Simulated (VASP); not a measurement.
# CdS (F-43m) in VASP: notebook

CdS is run at these levels: PBE, PBE+U; tasks: single point.

Program: VASP 6.6.1. These are calculated values, not measurements. Logs are shortened: lines on timing, memory, paths and dates and some standing lists are left out, and cuts for length are marked.

## Step 1: The cell of the first run

The structure is cubic, space group F-43m (No. 216). Conventional cell: a = 5.886 Å, b = 5.886 Å, c = 5.886 Å, α = 90.00°, β = 90.00°, γ = 90.00°. Within 3.4 Å of Cd (site symmetry -43m) lie 4 S at 2.55 Å. Within 3.4 Å of S (site symmetry -43m) lie 4 Cd at 2.55 Å.

## Step 2: Single point, PBE

Contents of INCAR:

```
PREC = Accurate
ENCUT = 520
EDIFF = 1E-6
ISMEAR = 0
SIGMA = 0.1
LREAL = F
LASPH = T
NELM = 80
ALGO = Normal
ISIF = 2
LWAVE = F
LCHARG = F
GGA = PE
NBANDS = 16
```

Contents of KPOINTS:

```
Automatic mesh
0
Gamma
  2 2 2
```

Contents of POSCAR:

```
CdS
1.0
    0.0000000000      2.9429534649      2.9429534649
    2.9429534649      0.0000000000      2.9429534649
    2.9429534649      2.9429534649      0.0000000000
Cd S
1 1
Direct
    0.0000000000      0.0000000000      0.0000000000
    0.2500000000      0.2500000000      0.2500000000
```

Potentials or basis: VASP PAW PBE potentials, release 64 (Cd, S).

On the command line:

```console
> cat potpaw_PBE.64/Cd/POTCAR potpaw_PBE.64/S/POTCAR > POTCAR
> mpirun -np 1 vasp_std > vasp.out
```

OUTCAR:

```text
PREC = Accurate
   ENCUT = 520
   EDIFF = 1E-6
   ISMEAR = 0
   LREAL = F
   LASPH = T
   NELM = 80
   ISIF = 2
   GGA = PE

 ion  position               nearest neighbor table
   1  0.000  0.000  0.000-   2 2.55   2 2.55   2 2.55   2 2.55
   2  0.250  0.250  0.250-   1 2.55   1 2.55   1 2.55   1 2.55

  LATTYP: Found a face centered cubic cell.
 ALAT       =     5.8859069298

  Lattice vectors:

 A1 = (   0.0000000000,   2.9429534649,   2.9429534649)
 A2 = (   2.9429534649,   0.0000000000,   2.9429534649)
 A3 = (   2.9429534649,   2.9429534649,   0.0000000000)

Analysis of symmetry for initial positions (statically):
=====================================================================
 Subroutine PRICEL returns:
 Original cell was already a primitive cell.

 Routine SETGRP: Setting up the symmetry group for a
 face centered cubic supercell.

 Subroutine GETGRP returns: Found 24 space group operations
 (whereof 24 operations were pure point group operations)
 out of a pool of 48 trial point group operations.

The static configuration has the point symmetry T_d .

Analysis of symmetry for dynamics (positions and initial velocities):
=====================================================================
 Subroutine PRICEL returns:
 Original cell was already a primitive cell.

 Routine SETGRP: Setting up the symmetry group for a
 face centered cubic supercell.

 Subroutine GETGRP returns: Found 24 space group operations
 (whereof 24 operations were pure point group operations)
 out of a pool of 48 trial point group operations.

The dynamic configuration has the point symmetry T_d .

 Subroutine INISYM returns: Found 24 space group operations
 (whereof 24 operations are pure point group operations),
 and found     1 'primitive' translations

----------------------------------------------------------------------------------------

                                     Primitive cell

  volume of cell :      50.9777

  direct lattice vectors                    reciprocal lattice vectors
     0.000000000  2.942953465  2.942953465    -0.169897352  0.169897352  0.169897352
     2.942953465  0.000000000  2.942953465     0.169897352 -0.169897352  0.169897352
     2.942953465  2.942953465  0.000000000     0.169897352  0.169897352 -0.169897352

  length of vectors
     4.161964703  4.161964703  4.161964703     0.294270845  0.294270845  0.294270845

  position of ions in fractional coordinates (direct lattice)
     0.000000000  0.000000000  0.000000000
[... 56 lines left out ...]
   EDIFF  = 0.1E-05   stopping-criterion for ELM
   LREAL  =      F    real-space projection
   EDIFFG = 0.1E-04   stopping-criterion for IOM
   NSW    =      0    number of steps for IOM
   IBRION =     -1    ionic relax: 0-MD 1-quasi-New 2-CG
   NFREE  =      0    steps in history (QN), initial steepest desc. (CG)
   ISIF   =      2    stress and relaxation
   ISYM   =      2    0-nonsym 1-usesym 2-fastsym
   POTIM  = 0.5000    time-step for ionic-motion
   TEBEG  =    0.0;   TEEND  =   0.0 temperature during run
   PSTRESS=    0.0 pullay stress
   NELECT =      18.0000    total number of electrons
   NUPDOWN=      -1.0000    fix difference up-down
   EMIN   =  10.00;   EMAX   =-10.00  energy-range for DOS
   EFERMI =   0.00;   METHOD = LEGACY
   ISMEAR =     0;   SIGMA  =   0.10  broadening in eV -4-tet -1-fermi 0-gaus
   EFERMI_NEDOS =   21; number of points for ismear=-14 and -15
   IALGO  =     38    algorithm
   IMIX   =      4    mixing-type and parameters
     AMIX     =   0.40;   BMIX     =  1.00
     AMIX_MAG =   1.60;   BMIX_MAG =  1.00
  volume/ion in A,a.u.               =      25.49       172.01
  Fermi-wavevector in a.u.,A,eV,Ry     =   1.157104  2.186609 18.216690  1.338889
  Thomas-Fermi vector in A             =   2.293718
   LORBIT       =      0    0 simple, 1 ext, 2 COOP (PROOUT), +10 PAW based schemes
   GGA     = PE    functional components
   LHFCALC =     F    Hartree Fock is set to
   AEXX    =    0.0000 exact exchange contribution
   IVDW    =     0    specifies the selected vdW correction
   LEPSILON=     F    determine dielectric tensor
   LRPA    =     F    only Hartree local field effects (RPA)
 non-spin polarized calculation
 Gauss-broadening in eV      SIGMA  =   0.10
  energy-cutoff  :      520.00
  volume of cell :       50.98
 maximum number of plane-waves:      1380
 NGX is ok and might be reduce to    32
   NGX = 15   NGY = 15   NGZ = 15

 number of electron      18.0000005 magnetization

 Free energy of the ion-electron system (eV)
  ---------------------------------------------------
  ext. energy  EPLUGINS =         0.00000000
  ---------------------------------------------------
  free energy    TOTEN  =        -5.21608263 eV

  energy without entropy =       -5.21608263  energy(sigma->0) =       -5.21608263

 E-fermi :   1.9006     XC(G=0):  -8.8927

 val. band max:        1.4091812776   @ k =   0.0000   0.0000   0.0000
 cond. band min:       2.3354185877   @ k =   0.0000   0.0000   0.0000
 fundamental gap:      0.9262373102
 Fermi energy:         1.9006329992

 k-point     1 :       0.0000    0.0000    0.0000
  band No.  band energies     occupation
      1     -10.7596      2.00000
      2      -6.5734      2.00000
      3      -6.5734      2.00000
      4      -6.5734      2.00000
      5      -6.1671      2.00000
      6      -6.1671      2.00000
[... 34 lines left out ...]
      3      -6.2661      2.00000
      4      -6.2661      2.00000
      5      -6.0887      2.00000
      6      -5.6979      2.00000
[... 8 lines left out ...]
     15      13.6308      0.00000
     16      14.7421      0.00000

------------------------ aborting loop because EDIFF is reached ----------------------------------------

  FORCE on cell =-STRESS in cart. coord.  units (eV):
  Direction    XX          YY          ZZ          XY          YZ          ZX
  --------------------------------------------------------------------------------------
  -------------------------------------------------------------------------------------
  Total        1.4724460      1.4724460      1.4724460      0.0000000     -0.0000000     -0.0000000
  in kB       46.2774868     46.2774868     46.2774868      0.0000000     -0.0000000     -0.0000000
  external PRESSURE =      46.2774868 kB  Pullay stress =       0.0000000 kB

 VOLUME and BASIS-vectors are now :
 -----------------------------------------------------------------------------
  energy-cutoff  :      520.00
  volume of cell :       50.98
      direct lattice vectors                 reciprocal lattice vectors
     0.000000000  2.942953465  2.942953465    -0.169897352  0.169897352  0.169897352
     2.942953465  0.000000000  2.942953465     0.169897352 -0.169897352  0.169897352
     2.942953465  2.942953465  0.000000000     0.169897352  0.169897352 -0.169897352

 POSITION                                       TOTAL-FORCE (eV/Angst)
 -----------------------------------------------------------------------------------
      0.00000      0.00000      0.00000         0.000000      0.000000      0.000000
      1.47148      1.47148      1.47148        -0.000000     -0.000000     -0.000000
 -----------------------------------------------------------------------------------
    total drift:                               -0.000000     -0.000000     -0.000000

  FREE ENERGIE OF THE ION-ELECTRON SYSTEM (eV)
  ---------------------------------------------------
  free  energy   TOTEN  =        -5.2160826271 eV

  energy  without entropy=       -5.2160826271  energy(sigma->0) =       -5.21608263
```

OSZICAR:

```text
N       E                     dE             d eps       ncg     rms          rms(c)
DAV:   1     0.111923022752E+03    0.11192E+03   -0.89995E+03    96   0.103E+03
DAV:   2    -0.167262129537E+01   -0.11360E+03   -0.10658E+03   112   0.249E+02
DAV:   3    -0.601952677493E+01   -0.43469E+01   -0.43400E+01   136   0.517E+01
DAV:   4    -0.604536785162E+01   -0.25841E-01   -0.25840E-01   104   0.380E+00
DAV:   5    -0.604576687050E+01   -0.39902E-03   -0.39901E-03   128   0.431E-01    0.783E+00
DAV:   6    -0.525253149213E+01    0.79324E+00   -0.12577E+00   136   0.125E+01    0.662E+00
DAV:   7    -0.520992937111E+01    0.42602E-01   -0.30658E-01   112   0.355E+00    0.357E+00
DAV:   8    -0.521490950178E+01   -0.49801E-02   -0.30216E-02    96   0.206E+00    0.418E-01
DAV:   9    -0.521543326284E+01   -0.52376E-03   -0.33242E-03    96   0.760E-01    0.949E-02
DAV:  10    -0.521590259274E+01   -0.46933E-03   -0.46703E-04    96   0.197E-01    0.116E-01
DAV:  11    -0.521608969259E+01   -0.18710E-03   -0.25569E-04    96   0.108E-01    0.165E-02
DAV:  12    -0.521608134618E+01    0.83464E-05   -0.31100E-05   112   0.663E-02    0.109E-02
DAV:  13    -0.521608304306E+01   -0.16969E-05   -0.50042E-06   104   0.140E-02    0.164E-02
DAV:  14    -0.521608262711E+01    0.41595E-06   -0.42204E-07    88   0.375E-03
   1 F= -.52160826E+01 E0= -.52160826E+01  d E =-.441865E-10
```

It took 5.7 s on 1 thread of AMD EPYC 7R43 (Zen 3), shared host; peak memory 0.14 GiB.

Results:

```yaml
Free_energy: -5.2161 eV
Pressure: 4.6 GPa
Band_gap_on_the_k_mesh: 0.93 eV, direct
```

Caveat: the k points lie up to 0.92 Å⁻¹ apart.

## Step 3: Single point, PBE+U

Contents of INCAR:

```
SYSTEM = CdS
  ALGO = Normal
  EDIFF = 1E-6
  ENCUT = 520
  GGA = PE
  ISIF = 2
  ISMEAR = 0
  LASPH = .TRUE.
  LCHARG = .FALSE.
  LDAU = .TRUE.
  LDAUJ = 0 0
  LDAUL = 2 -1
  LDAUPRINT = 1
  LDAUTYPE = 2
  LDAUU = 2.2 0
  LREAL = .FALSE.
  LWAVE = .FALSE.
  NBANDS = 16
  NELM = 150
  PREC = Accurate
  SIGMA = 0.1
```

Contents of KPOINTS:

```
k-points
0
G
  2 2 2
  0 0 0
```

POSCAR is that of step 2.

Potentials or basis: VASP PAW PBE potentials, release 64 (Cd, S).

On the command line:

```console
> cat potpaw_PBE.64/Cd/POTCAR potpaw_PBE.64/S/POTCAR > POTCAR
> mpirun -np 1 vasp_std > vasp.out
```

OUTCAR:

```text
SYSTEM = CdS
   EDIFF = 1E-6
   ENCUT = 520
   GGA = PE
   ISIF = 2
   ISMEAR = 0
   LASPH = .TRUE.
   LREAL = .FALSE.
   NELM = 150
   PREC = Accurate

 ion  position               nearest neighbor table
   1  0.000  0.000  0.000-   2 2.55   2 2.55   2 2.55   2 2.55
   2  0.250  0.250  0.250-   1 2.55   1 2.55   1 2.55   1 2.55

  LATTYP: Found a face centered cubic cell.
 ALAT       =     5.8859069298

  Lattice vectors:

 A1 = (   0.0000000000,   2.9429534649,   2.9429534649)
 A2 = (   2.9429534649,   0.0000000000,   2.9429534649)
 A3 = (   2.9429534649,   2.9429534649,   0.0000000000)

Analysis of symmetry for initial positions (statically):
=====================================================================
 Subroutine PRICEL returns:
 Original cell was already a primitive cell.

 Routine SETGRP: Setting up the symmetry group for a
 face centered cubic supercell.

 Subroutine GETGRP returns: Found 24 space group operations
 (whereof 24 operations were pure point group operations)
 out of a pool of 48 trial point group operations.

The static configuration has the point symmetry T_d .

Analysis of symmetry for dynamics (positions and initial velocities):
=====================================================================
 Subroutine PRICEL returns:
 Original cell was already a primitive cell.

 Routine SETGRP: Setting up the symmetry group for a
 face centered cubic supercell.

 Subroutine GETGRP returns: Found 24 space group operations
 (whereof 24 operations were pure point group operations)
 out of a pool of 48 trial point group operations.

The dynamic configuration has the point symmetry T_d .

 Subroutine INISYM returns: Found 24 space group operations
 (whereof 24 operations are pure point group operations),
 and found     1 'primitive' translations

----------------------------------------------------------------------------------------

                                     Primitive cell

  volume of cell :      50.9777

  direct lattice vectors                    reciprocal lattice vectors
     0.000000000  2.942953465  2.942953465    -0.169897352  0.169897352  0.169897352
     2.942953465  0.000000000  2.942953465     0.169897352 -0.169897352  0.169897352
     2.942953465  2.942953465  0.000000000     0.169897352  0.169897352 -0.169897352

  length of vectors
     4.161964703  4.161964703  4.161964703     0.294270845  0.294270845  0.294270845

  position of ions in fractional coordinates (direct lattice)
     0.000000000  0.000000000  0.000000000
     0.250000000  0.250000000  0.250000000

  ion indices of the primitive-cell ions
   primitive index   ion index
                 1           1
                 2           2

----------------------------------------------------------------------------------------

 KPOINTS: k-points

Automatic generation of k-mesh.
[... 61 lines left out ...]
   IALGO  =     38    algorithm
   IMIX   =      4    mixing-type and parameters
     AMIX     =   0.40;   BMIX     =  1.00
     AMIX_MAG =   1.60;   BMIX_MAG =  1.00
  volume/ion in A,a.u.               =      25.49       172.01
  Fermi-wavevector in a.u.,A,eV,Ry     =   1.157104  2.186609 18.216690  1.338889
  Thomas-Fermi vector in A             =   2.293718
   LORBIT       =      0    0 simple, 1 ext, 2 COOP (PROOUT), +10 PAW based schemes
 LDA+U is selected, type is set to LDAUTYPE =  2
   angular momentum for each species LDAUL =     2   -1
   U (eV)           for each species LDAUU =   2.2  0.0
   J (eV)           for each species LDAUJ =   0.0  0.0
   GGA     = PE    functional components
   LHFCALC =     F    Hartree Fock is set to
   AEXX    =    0.0000 exact exchange contribution
   IVDW    =     0    specifies the selected vdW correction
   LEPSILON=     F    determine dielectric tensor
   LRPA    =     F    only Hartree local field effects (RPA)
 non-spin polarized calculation
 Gauss-broadening in eV      SIGMA  =   0.10
  energy-cutoff  :      520.00
  volume of cell :       50.98
 maximum number of plane-waves:      1380
 NGX is ok and might be reduce to    32
   NGX = 15   NGY = 15   NGZ = 15

atom =   1  type =  1  l = 2

 onsite density matrix

spin component  1

  0.9758  0.0000  0.0000  0.0000 -0.0000
  0.0000  0.9758  0.0000  0.0000  0.0000
  0.0000  0.0000  0.9640  0.0000 -0.0000
  0.0000  0.0000  0.0000  0.9758  0.0000
 -0.0000  0.0000 -0.0000  0.0000  0.9640

spin component  2

  0.9758  0.0000  0.0000  0.0000 -0.0000
  0.0000  0.9758  0.0000  0.0000  0.0000
  0.0000  0.0000  0.9640  0.0000 -0.0000
  0.0000  0.0000  0.0000  0.9758  0.0000
 -0.0000  0.0000 -0.0000  0.0000  0.9640

 occupancies and eigenvectors

  o =  0.9640  v =  0.0000  0.0000 -0.8977  0.0000 -0.4405  0.0000  0.0000  0.0000  0.0000  0.0000      0.0000  0.0000  0.0000  0.0000  0.0000  0.0000  0.0000  0.0000  0.0000  0.0000
  o =  0.9640  v =  0.0000  0.0000  0.0000  0.0000  0.0000  0.0000  0.0000 -0.8977  0.0000 -0.4405      0.0000  0.0000  0.0000  0.0000  0.0000  0.0000  0.0000  0.0000  0.0000  0.0000
  o =  0.9640  v =  0.0000  0.0000 -0.4405  0.0000  0.8977  0.0000  0.0000  0.0000  0.0000  0.0000      0.0000  0.0000  0.0000  0.0000  0.0000  0.0000  0.0000  0.0000  0.0000  0.0000
  o =  0.9640  v =  0.0000  0.0000  0.0000  0.0000  0.0000  0.0000  0.0000 -0.4405  0.0000  0.8977      0.0000  0.0000  0.0000  0.0000  0.0000  0.0000  0.0000  0.0000  0.0000  0.0000
  o =  0.9758  v =  1.0000  0.0000  0.0000  0.0000  0.0000  0.0000  0.0000  0.0000  0.0000  0.0000      0.0000  0.0000  0.0000  0.0000  0.0000  0.0000  0.0000  0.0000  0.0000  0.0000
  o =  0.9758  v =  0.0000  0.0000  0.0000  0.0000  0.0000  1.0000  0.0000  0.0000  0.0000  0.0000      0.0000  0.0000  0.0000  0.0000  0.0000  0.0000  0.0000  0.0000  0.0000  0.0000
  o =  0.9758  v =  0.0000  0.0000  0.0000  0.0000  0.0000  0.0000 -0.1411 -0.0000 -0.9900 -0.0000      0.0000  0.0000  0.0000  0.0000  0.0000  0.0000  0.0000  0.0000  0.0000  0.0000
  o =  0.9758  v =  0.0000 -0.1411 -0.0000 -0.9900 -0.0000  0.0000  0.0000  0.0000  0.0000  0.0000      0.0000  0.0000  0.0000  0.0000  0.0000  0.0000  0.0000  0.0000  0.0000  0.0000
  o =  0.9758  v =  0.0000  0.0000  0.0000  0.0000  0.0000  0.0000  0.9900  0.0000 -0.1411 -0.0000      0.0000  0.0000  0.0000  0.0000  0.0000  0.0000  0.0000  0.0000  0.0000  0.0000
  o =  0.9758  v =  0.0000  0.9900  0.0000 -0.1411 -0.0000  0.0000  0.0000  0.0000  0.0000  0.0000      0.0000  0.0000  0.0000  0.0000  0.0000  0.0000  0.0000  0.0000  0.0000  0.0000

 number of electron      18.0000005 magnetization

 Free energy of the ion-electron system (eV)
  ---------------------------------------------------
  ext. energy  EPLUGINS =         0.00000000
  ---------------------------------------------------
  free energy    TOTEN  =        -4.85058391 eV

  energy without entropy =       -4.85058391  energy(sigma->0) =       -4.85058391

 E-fermi :   1.7769     XC(G=0):  -8.8741

 val. band max:        1.3129321634   @ k =   0.0000   0.0000   0.0000
 cond. band min:       2.3653114743   @ k =   0.0000   0.0000   0.0000
 fundamental gap:      1.0523793108
 Fermi energy:         1.7768778875

 k-point     1 :       0.0000    0.0000    0.0000
  band No.  band energies     occupation
      1     -10.7508      2.00000
      2      -7.4425      2.00000
      3      -7.4425      2.00000
      4      -7.4425      2.00000
      5      -7.0697      2.00000
      6      -7.0697      2.00000
[... 34 lines left out ...]
      3      -7.1791      2.00000
      4      -7.1791      2.00000
      5      -6.9996      2.00000
      6      -6.5019      2.00000
[... 8 lines left out ...]
     15      13.6341      0.00000
     16      14.6716      0.00000

------------------------ aborting loop because EDIFF is reached ----------------------------------------

  FORCE on cell =-STRESS in cart. coord.  units (eV):
  Direction    XX          YY          ZZ          XY          YZ          ZX
  --------------------------------------------------------------------------------------
  -------------------------------------------------------------------------------------
  Total        1.4240616      1.4240616      1.4240616     -0.0000000      0.0000000      0.0000000
  in kB       44.7568155     44.7568155     44.7568155     -0.0000000      0.0000000      0.0000000
  external PRESSURE =      44.7568155 kB  Pullay stress =       0.0000000 kB

 VOLUME and BASIS-vectors are now :
 -----------------------------------------------------------------------------
  energy-cutoff  :      520.00
  volume of cell :       50.98
      direct lattice vectors                 reciprocal lattice vectors
     0.000000000  2.942953465  2.942953465    -0.169897352  0.169897352  0.169897352
     2.942953465  0.000000000  2.942953465     0.169897352 -0.169897352  0.169897352
     2.942953465  2.942953465  0.000000000     0.169897352  0.169897352 -0.169897352

 POSITION                                       TOTAL-FORCE (eV/Angst)
 -----------------------------------------------------------------------------------
      0.00000      0.00000      0.00000        -0.000000     -0.000000     -0.000000
      1.47148      1.47148      1.47148         0.000000      0.000000      0.000000
 -----------------------------------------------------------------------------------
    total drift:                               -0.000000     -0.000000     -0.000000

  FREE ENERGIE OF THE ION-ELECTRON SYSTEM (eV)
  ---------------------------------------------------
  free  energy   TOTEN  =        -4.8505839131 eV

  energy  without entropy=       -4.8505839131  energy(sigma->0) =       -4.85058391
```

stdout:

```text
POSCAR found type information on POSCAR CdS
 POSCAR found :  2 types and       2 ions
 scaLAPACK will be used
 LDA part: xc-table for (Slater+PW92), standard interpolation
 POSCAR, INCAR and KPOINTS ok, starting setup
 FFT: planning ... GRIDC
 FFT: planning ... GRID_SOFT
 FFT: planning ... GRID
 WAVECAR not read
 entering main loop
```

It took 5.7 s on 1 thread of AMD EPYC 7R43 (Zen 3), shared host; peak memory 0.14 GiB.

What came out:

- Free energy: -4.8506 eV
- Pressure: 4.5 GPa
- Band gap on the k mesh: 1.05 eV, direct

Eigenvalues of the final occupation matrices:
```csv
site,spin,trace,eigenvalues
site 1 d,1,4.86,0.96 0.96 0.98 0.98 0.98
site 1 d,2,4.86,0.96 0.96 0.98 0.98 0.98
```

Caveat: the k points lie up to 0.92 Å⁻¹ apart.

(Part 1 of 2 ends here.)
